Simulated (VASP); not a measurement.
Here is a VASP 6.6.1 calculation.

The input INCAR:

```
PREC = Accurate
ENCUT = 520
EDIFF = 1E-6
ISMEAR = 0
SIGMA = 0.15
LREAL = F
LASPH = T
NELM = 100
ALGO = Normal
ISIF = 2
LWAVE = F
LCHARG = T
GGA = PE
LELF = T
LVHAR = T
NBANDS = 14
```

KPOINTS

```
regular mesh
0
Gamma
  16 16 16
```

The input POSCAR:

```
HfN
1.0
    0.0000000000      2.1146470585      2.2738140414
    2.2738140414      0.0000000000      2.2738140414
    2.2738140414      2.1146470585      0.0000000000
Hf N
1 1
Direct
    0.0010043247     -0.0010043247      0.0010043247
    0.4872021197      0.5127978803      0.4872021197
```

Potentials or basis: VASP PAW PBE potentials, release 64 (Hf_pv, N).

The run is started by

```bash
$ cat potpaw_PBE.64/Hf_pv/POTCAR potpaw_PBE.64/N/POTCAR > POTCAR
$ mpirun -np 1 vasp_std > vasp.out
```

(1) Predict the largest force.

(2) What does it give for the pressure?

Results:

(1) 1.387 eV/Å.

(2) 24.8 GPa.

Caveat: the cell differs from its parent crystal (mode 5 frozen in at -0.058 Å, normal strain along y -0.0700); forces of over 1 eV/Å act on the atoms, so gaps and moduli don't describe the material at rest.
